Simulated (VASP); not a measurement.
# SnTe (F-43m) in VASP: single point with PBEsol

Aim: the single point of SnTe with PBEsol.

All numbers are computed with VASP 6.6.1; they aren't measurements. Logs are shortened: lines on timing, memory, paths and dates and some standing lists are left out, and cuts for length are marked.

### 1 The cell of the first run

Symmetry: F-43m, No. 216, cubic system. Conventional cell: a = 7.222 Å, b = 7.222 Å, c = 7.222 Å, α = 90.00°, β = 90.00°, γ = 90.00°. Within 4.1 Å of Sn (site symmetry -43m) lie 4 Te at 3.13 Å. Within 4.1 Å of Te (site symmetry -43m) lie 4 Sn at 3.13 Å.

### 2 Single point, PBEsol

Contents of INCAR:

```
SYSTEM = SnTe
  ALGO = Normal
  EDIFF = 1E-6
  ENCUT = 500
  GGA = PS
  GGA_COMPAT = .False.
  ISIF = 2
  ISMEAR = 0
  LASPH = .True.
  LCHARG = .True.
  LELF = .True.
  LREAL = .False.
  LVHAR = .True.
  LWAVE = .False.
  NBANDS = 17
  NELM = 120
  PREC = Accurate
  SIGMA = 0.01
```

Contents of KPOINTS:

```
k-points
0
Gamma
  6 6 6
  0 0 0
```

Contents of POSCAR:

```
SnTe
1.0
    0.0000000000      3.6111500000      3.6111500000
    3.6111500000      0.0000000000      3.6111500000
    3.6111500000      3.6111500000      0.0000000000
Sn Te
1 1
Direct
    0.0000000000      0.0000000000      0.0000000000
    0.7500000000      0.7500000000      0.7500000000
```

Potentials or basis: VASP PAW PBE potentials, release 64 (Sn_d, Te).

Launch:

```sh
cat potpaw_PBE.64/Sn_d/POTCAR potpaw_PBE.64/Te/POTCAR > POTCAR
mpirun -np 1 vasp_std > vasp.out
```

OUTCAR:

```text
SYSTEM = SnTe
   EDIFF = 1E-6
   ENCUT = 500
   GGA = PS
   ISIF = 2
   ISMEAR = 0
   LASPH = .True.
   LREAL = .False.
   NELM = 120
   PREC = Accurate

 ion  position               nearest neighbor table
   1  0.000  0.000  0.000-   2 3.13   2 3.13   2 3.13   2 3.13
   2  0.750  0.750  0.750-   1 3.13   1 3.13   1 3.13   1 3.13

  LATTYP: Found a face centered cubic cell.
 ALAT       =     7.2223000000

  Lattice vectors:

 A1 = (   0.0000000000,   3.6111500000,   3.6111500000)
 A2 = (   3.6111500000,   0.0000000000,   3.6111500000)
 A3 = (   3.6111500000,   3.6111500000,   0.0000000000)

Analysis of symmetry for initial positions (statically):
=====================================================================
 Subroutine PRICEL returns:
 Original cell was already a primitive cell.

 Routine SETGRP: Setting up the symmetry group for a
 face centered cubic supercell.

 Subroutine GETGRP returns: Found 24 space group operations
 (whereof 24 operations were pure point group operations)
 out of a pool of 48 trial point group operations.

The static configuration has the point symmetry T_d .

Analysis of symmetry for dynamics (positions and initial velocities):
=====================================================================
 Subroutine PRICEL returns:
 Original cell was already a primitive cell.

 Routine SETGRP: Setting up the symmetry group for a
 face centered cubic supercell.

 Subroutine GETGRP returns: Found 24 space group operations
 (whereof 24 operations were pure point group operations)
 out of a pool of 48 trial point group operations.

The dynamic configuration has the point symmetry T_d .

 Subroutine INISYM returns: Found 24 space group operations
 (whereof 24 operations are pure point group operations),
 and found     1 'primitive' translations

----------------------------------------------------------------------------------------

                                     Primitive cell

  volume of cell :      94.1817

  direct lattice vectors                    reciprocal lattice vectors
     0.000000000  3.611150000  3.611150000    -0.138460047  0.138460047  0.138460047
     3.611150000  0.000000000  3.611150000     0.138460047 -0.138460047  0.138460047
     3.611150000  3.611150000  0.000000000     0.138460047  0.138460047 -0.138460047

  length of vectors
     5.106937306  5.106937306  5.106937306     0.239819837  0.239819837  0.239819837

  position of ions in fractional coordinates (direct lattice)
     0.000000000  0.000000000  0.000000000
     0.750000000  0.750000000  0.750000000

  ion indices of the primitive-cell ions
   primitive index   ion index
                 1           1
                 2           2

----------------------------------------------------------------------------------------

 KPOINTS: k-points

Automatic generation of k-mesh.
 Grid dimensions read from file:
 generate k-points for:    6    6    6

 Generating k-lattice:

  Cartesian coordinates                     Fractional coordinates (reciprocal lattice)
    -0.023076675  0.023076675  0.023076675     0.166666667  0.000000000  0.000000000
     0.023076675 -0.023076675  0.023076675     0.000000000  0.166666667  0.000000000
     0.023076675  0.023076675 -0.023076675     0.000000000  0.000000000  0.166666667

  Length of vectors
     0.039969973  0.039969973  0.039969973

  Shift w.r.t. Gamma in fractional coordinates (k-lattice)
     0.000000000  0.000000000  0.000000000

 Subroutine IBZKPT returns following result:
 ===========================================

 Found     16 irreducible k-points:

 Following reciprocal coordinates:
            Coordinates               Weight
  0.000000  0.000000  0.000000      1.000000
  0.166667  0.000000  0.000000      8.000000
  0.333333  0.000000  0.000000      8.000000
  0.500000  0.000000  0.000000      4.000000
  0.166667  0.166667  0.000000      6.000000
  0.333333  0.166667  0.000000     24.000000
[... 8 lines left out ...]
 -0.333333  0.333333  0.166667     24.000000
 -0.333333  0.500000  0.166667     12.000000
   k-points           NKPTS =     16   k-points in BZ     NKDIM =     16   number of bands    NBANDS=     17
   number of dos      NEDOS =    301   number of ions     NIONS =      2
   total plane-waves  NPLWV =  64000
   dimension x,y,z NGX =    40 NGY =   40 NGZ =   40
   dimension x,y,z NGXF=    80 NGYF=   80 NGZF=   80
   ions per type =               1   1
   NGX,Y,Z   is equivalent  to a cutoff of  13.02, 13.02, 13.02 a.u.
   NGXF,Y,Z  is equivalent  to a cutoff of  26.04, 26.04, 26.04 a.u.
 SYSTEM =  SnTe
   PREC   = accura    normal or accurate (medium, high low for compatibility)
   ISTART =      0    job   : 0-new  1-cont  2-samecut
   ICHARG =      2    charge: 1-file 2-atom 10-const
   ISPIN  =      1    spin polarized calculation?
   LNONCOLLINEAR =      F non collinear calculations
   LSORBIT =      F    spin-orbit coupling
   LASPH  =      T    aspherical Exc in radial PAW
   ENCUT  =  500.0 eV  36.75 Ry    6.06 a.u.   9.31  9.31  9.31*2*pi/ulx,y,z
   NELM   =    120;   NELMIN=  2; NELMDL= -5     # of ELM steps
   EDIFF  = 0.1E-05   stopping-criterion for ELM
   LREAL  =      F    real-space projection
   EDIFFG = 0.1E-04   stopping-criterion for IOM
   NSW    =      0    number of steps for IOM
   IBRION =     -1    ionic relax: 0-MD 1-quasi-New 2-CG
   NFREE  =      0    steps in history (QN), initial steepest desc. (CG)
   ISIF   =      2    stress and relaxation
   ISYM   =      2    0-nonsym 1-usesym 2-fastsym
   POTIM  = 0.5000    time-step for ionic-motion
   TEBEG  =    0.0;   TEEND  =   0.0 temperature during run
   PSTRESS=    0.0 pullay stress
   NELECT =      20.0000    total number of electrons
   NUPDOWN=      -1.0000    fix difference up-down
   EMIN   =  10.00;   EMAX   =-10.00  energy-range for DOS
   EFERMI =   0.00;   METHOD = LEGACY
   ISMEAR =     0;   SIGMA  =   0.01  broadening in eV -4-tet -1-fermi 0-gaus
   EFERMI_NEDOS =   21; number of points for ismear=-14 and -15
   IALGO  =     38    algorithm
   IMIX   =      4    mixing-type and parameters
     AMIX     =   0.40;   BMIX     =  1.00
     AMIX_MAG =   1.60;   BMIX_MAG =  1.00
  volume/ion in A,a.u.               =      47.09       317.78
  Fermi-wavevector in a.u.,A,eV,Ry     =   0.976703  1.845702 12.979268  0.953949
  Thomas-Fermi vector in A             =   2.107343
   LORBIT       =      0    0 simple, 1 ext, 2 COOP (PROOUT), +10 PAW based schemes
   GGA     = PS    functional components
   LHFCALC =     F    Hartree Fock is set to
   AEXX    =    0.0000 exact exchange contribution
   IVDW    =     0    specifies the selected vdW correction
   LEPSILON=     F    determine dielectric tensor
   LRPA    =     F    only Hartree local field effects (RPA)
 non-spin polarized calculation
 Gauss-broadening in eV      SIGMA  =   0.01
  energy-cutoff  :      500.00
  volume of cell :       94.18
 maximum number of plane-waves:      2421
 NGX is ok and might be reduce to    40
   NGX = 19   NGY = 19   NGZ = 19

 number of electron      19.9999999 magnetization

 Free energy of the ion-electron system (eV)
  ---------------------------------------------------
  ext. energy  EPLUGINS =         0.00000000
  ---------------------------------------------------
  free energy    TOTEN  =        -7.60178982 eV

  energy without entropy =       -7.60178982  energy(sigma->0) =       -7.60178982

 E-fermi :   2.9404     XC(G=0):  -7.6266

 val. band max:        2.8757402440   @ k =  -0.3333   0.5000   0.1667
 cond. band min:       3.1028272199   @ k =   0.5000   0.5000   0.0000
 fundamental gap:      0.2270869759
 Fermi energy:         2.9403891767

 k-point     1 :       0.0000    0.0000    0.0000
  band No.  band energies     occupation
      1     -18.6590      2.00000
      2     -18.6590      2.00000
      3     -18.6590      2.00000
      4     -18.6497      2.00000
      5     -18.6497      2.00000
      6      -8.5049      2.00000
[... 9 lines left out ...]
     16       9.4611      0.00000
     17      10.5682      0.00000

 k-point     2 :       0.1667    0.0000    0.0000
  band No.  band energies     occupation
      1     -18.6593      2.00000
      2     -18.6586      2.00000
      3     -18.6586      2.00000
      4     -18.6497      2.00000
      5     -18.6497      2.00000
      6      -8.3900      2.00000
[... 9 lines left out ...]
     16       8.9384      0.00000
     17      10.0794      0.00000

 k-point     3 :       0.3333    0.0000    0.0000
  band No.  band energies     occupation
      1     -18.6599      2.00000
      2     -18.6579      2.00000
      3     -18.6579      2.00000
      4     -18.6496      2.00000
      5     -18.6496      2.00000
      6      -8.1235      2.00000
[... 9 lines left out ...]
     16       9.0728      0.00000
     17      10.2969      0.00000

 k-point     4 :       0.5000    0.0000    0.0000
  band No.  band energies     occupation
      1     -18.6603      2.00000
      2     -18.6576      2.00000
      3     -18.6576      2.00000
      4     -18.6495      2.00000
      5     -18.6495      2.00000
      6      -7.9642      2.00000
[... 9 lines left out ...]
     16       9.8900      0.00000
     17       9.8900      0.00000

 k-point     5 :       0.1667    0.1667    0.0000
  band No.  band energies     occupation
      1     -18.6598      2.00000
      2     -18.6582      2.00000
      3     -18.6582      2.00000
      4     -18.6499      2.00000
      5     -18.6495      2.00000
      6      -8.3505      2.00000
[... 9 lines left out ...]
     16       9.7321      0.00000
     17      11.1342      0.00000

 k-point     6 :       0.3333    0.1667    0.0000
  band No.  band energies     occupation
      1     -18.6604      2.00000
      2     -18.6577      2.00000
      3     -18.6575      2.00000
      4     -18.6499      2.00000
      5     -18.6493      2.00000
      6      -8.1283      2.00000
[... 9 lines left out ...]
     16       9.8415      0.00000
     17      10.9368      0.00000

 k-point     7 :       0.5000    0.1667    0.0000
  band No.  band energies     occupation
      1     -18.6606      2.00000
      2     -18.6574      2.00000
      3     -18.6572      2.00000
      4     -18.6498      2.00000
      5     -18.6494      2.00000
      6      -7.9150      2.00000
[... 9 lines left out ...]
     16       9.9974      0.00000
     17      10.2132      0.00000

 k-point     8 :      -0.3333    0.1667    0.0000
  band No.  band energies     occupation
      1     -18.6603      2.00000
      2     -18.6575      2.00000
      3     -18.6575      2.00000
      4     -18.6496      2.00000
      5     -18.6496      2.00000
      6      -7.9712      2.00000
[... 9 lines left out ...]
     16       9.6139      0.00000
     17      10.5723      0.00000

 k-point     9 :      -0.1667    0.1667    0.0000
  band No.  band energies     occupation
      1     -18.6598      2.00000
      2     -18.6582      2.00000
      3     -18.6579      2.00000
      4     -18.6498      2.00000
      5     -18.6495      2.00000
      6      -8.2205      2.00000
[... 9 lines left out ...]
     16       9.0400      0.00000
     17      11.0226      0.00000

 k-point    10 :       0.3333    0.3333    0.0000
  band No.  band energies     occupation
      1     -18.6616      2.00000
      2     -18.6568      2.00000
      3     -18.6568      2.00000
      4     -18.6503      2.00000
      5     -18.6491      2.00000
      6      -7.9800      2.00000
[... 9 lines left out ...]
     16      10.5310      0.00000
     17      12.4096      0.00000

 k-point    11 :       0.5000    0.3333    0.0000
  band No.  band energies     occupation
      1     -18.6617      2.00000
      2     -18.6566      2.00000
      3     -18.6564      2.00000
      4     -18.6502      2.00000
      5     -18.6490      2.00000
      6      -7.8059      2.00000
[... 9 lines left out ...]
     16      10.4319      0.00000
     17      11.7087      0.00000

 k-point    12 :      -0.3333    0.3333    0.0000
  band No.  band energies     occupation
      1     -18.6610      2.00000
      2     -18.6570      2.00000
      3     -18.6568      2.00000
      4     -18.6499      2.00000
      5     -18.6493      2.00000
      6      -7.8021      2.00000
[... 9 lines left out ...]
     16      10.2574      0.00000
     17      11.9113      0.00000

 k-point    13 :       0.5000    0.5000    0.0000
  band No.  band energies     occupation
      1     -18.6624      2.00000
      2     -18.6561      2.00000
      3     -18.6561      2.00000
      4     -18.6505      2.00000
      5     -18.6489      2.00000
      6      -7.7448      2.00000
[... 9 lines left out ...]
     16      11.1932      0.00000
     17      11.1938      0.00000

 k-point    14 :       0.5000    0.3333    0.1667
  band No.  band energies     occupation
      1     -18.6609      2.00000
      2     -18.6573      2.00000
      3     -18.6569      2.00000
      4     -18.6500      2.00000
      5     -18.6493      2.00000
      6      -7.9210      2.00000
[... 9 lines left out ...]
     16      10.3170      0.00000
     17      11.3498      0.00000

 k-point    15 :      -0.3333    0.3333    0.1667
  band No.  band energies     occupation
      1     -18.6610      2.00000
      2     -18.6573      2.00000
      3     -18.6565      2.00000
      4     -18.6499      2.00000
      5     -18.6493      2.00000
      6      -7.8021      2.00000
[... 9 lines left out ...]
     16      10.1486      0.00000
     17      11.1913      0.00000

 k-point    16 :      -0.3333    0.5000    0.1667
  band No.  band energies     occupation
      1     -18.6616      2.00000
      2     -18.6569      2.00000
      3     -18.6561      2.00000
      4     -18.6502      2.00000
      5     -18.6491      2.00000
      6      -7.7425      2.00000
[... 9 lines left out ...]
     16      10.8868      0.00000
     17      10.9174      0.00000

------------------------ aborting loop because EDIFF is reached ----------------------------------------

  FORCE on cell =-STRESS in cart. coord.  units (eV):
  Direction    XX          YY          ZZ          XY          YZ          ZX
  --------------------------------------------------------------------------------------
  -------------------------------------------------------------------------------------
  Total       -0.8082097     -0.8082097     -0.8082097     -0.0000000     -0.0000000      0.0000000
  in kB      -13.7489040    -13.7489040    -13.7489040     -0.0000000     -0.0000000      0.0000000
  external PRESSURE =     -13.7489040 kB  Pullay stress =       0.0000000 kB

 VOLUME and BASIS-vectors are now :
 -----------------------------------------------------------------------------
  energy-cutoff  :      500.00
  volume of cell :       94.18
      direct lattice vectors                 reciprocal lattice vectors
     0.000000000  3.611150000  3.611150000    -0.138460047  0.138460047  0.138460047
     3.611150000  0.000000000  3.611150000     0.138460047 -0.138460047  0.138460047
     3.611150000  3.611150000  0.000000000     0.138460047  0.138460047 -0.138460047

 POSITION                                       TOTAL-FORCE (eV/Angst)
 -----------------------------------------------------------------------------------
      0.00000      0.00000      0.00000         0.000000      0.000000      0.000000
      5.41672      5.41672      5.41672        -0.000000     -0.000000     -0.000000
 -----------------------------------------------------------------------------------
    total drift:                                0.000000      0.000000      0.000000

  FREE ENERGIE OF THE ION-ELECTRON SYSTEM (eV)
  ---------------------------------------------------
  free  energy   TOTEN  =        -7.6017898195 eV

  energy  without entropy=       -7.6017898195  energy(sigma->0) =       -7.60178982
```

Run time: 50 s. Hardware: 1 thread of Intel Xeon 8259CL, shared host; peak memory 0.24 GiB.

What came out:

| Quantity | Value |
| --- | --- |
| Free energy | -7.6018 eV |
| Pressure | -1.4 GPa |
| Band gap on the k mesh | 0.23 eV (least direct gap 0.76 eV) |

Levels at points of the mesh, in eV from the valence-band top:
```csv
k point,band 6,band 7,band 8,band 9,band 10,band 11,band 12,band 13,band 14,band 15
"(0.00, 0.00, 0.00)",-11.38,-5.05,-1.76,-1.76,-1.76,1.16,1.16,1.16,4.14,6.59
"(0.50, 0.00, 0.00)",-10.84,-6.86,-2.30,-2.30,-1.90,1.96,1.96,3.54,5.71,6.44
"(0.50, 0.50, 0.00)",-10.62,-7.22,-2.96,-2.96,-0.53,0.23,4.04,4.04,5.50,6.49
```

Caveat: semilocal functionals underestimate gaps, and a narrow one can read as zero; the PAW data sets were made with another functional, which shifts forces and pressure a little; spin-orbit coupling is left out, which moves the levels of the heavy elements. A k mesh can miss the band edges.
